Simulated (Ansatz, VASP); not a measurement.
One calculation of Rh, two programs

POSCAR

```
Rh
1.0
    0.0000000000      1.9585965000      1.8730267500
    1.9585965000      0.0000000000      1.8730267500
    1.9585965000      1.9585965000      0.0000000000
Rh
1
Direct
    0.0000000000      0.0000000000      0.0000000000
```

File INCAR.step1:

```
SYSTEM = Rh
  PREC = Accurate
  ENCUT = 520
  ISMEAR = 0
  SIGMA = 0.15
  LREAL = .FALSE.
  LASPH = .TRUE.
  NELM = 100
  NBANDS = 14
  GGA = PE
  ALGO = Normal
  EDIFF = 1E-4
  LWAVE = .TRUE.
  LCHARG = .FALSE.
```

The input INCAR.step2:

```
SYSTEM = Rh
  PREC = Accurate
  ENCUT = 520
  EDIFF = 1E-6
  ISMEAR = 0
  SIGMA = 0.15
  LREAL = .FALSE.
  LASPH = .TRUE.
  NELM = 100
  ALGO = Normal
  ISIF = 2
  LWAVE = .FALSE.
  LCHARG = .TRUE.
  METAGGA = R2SCAN
  LMIXTAU = .TRUE.
  LELF = .TRUE.
  LVHAR = .TRUE.
  NBANDS = 14
  ISTART = 1
```

KPOINTS

```
Automatic mesh
0
G
  8 8 8
  0 0 0
```

Input for Ansatz:

```yaml
crystal:
  lattice:
    - [0.0, 1.9585965, 1.87302675]
    - [1.9585965, 0.0, 1.87302675]
    - [1.9585965, 1.9585965, 0.0]
  atoms:
    - { symbol: Rh, position: [0.0, 0.0, 0.0] }
basis:
  ecutwfc: 500
kpoints:
  mp_grid: { grid: [8, 8, 8] }
hamiltonian:
  xc: r2scan
scf:
  occupations: { method: gaussian, width: 0.15 }
output:
  forces: true
  stress: true
  eigenvalues: true
```

Change from the starting cell: strain +0.030 along x and y, -0.015 along z, atoms carried along.

Alike in both runs: task single point; functional r2SCAN; k mesh 8 × 8 × 8; occupations gaussian, width 0.15 eV; no spin polarisation.

```csv
,VASP,Ansatz
version,VASP 6.6.1,Ansatz 0.2.0
potentials or method,"VASP PAW PBE potentials, release 64 (Rh_pv), cutoff 520 eV","scalar-relativistic, plane waves, PAW"
valence electrons in the cell,15,17
```

```csv
,VASP,Ansatz,Ansatz less VASP
gap on the k mesh at the Fermi level (eV),none,none,-
pressure (GPa),-9.6,-10.6,-0.98
"traceless stress, the component that is largest in VASP (GPa)",5.93,5.91,-0.027
```

VASP's potentials were made for PBE, not for r2SCAN. A gap of «none» marks a metal or a gap that the smearing closes. VASP's potentials hold 15 valence electrons a cell and Ansatz's 17, so a difference there can come from the potentials and not from the codes.
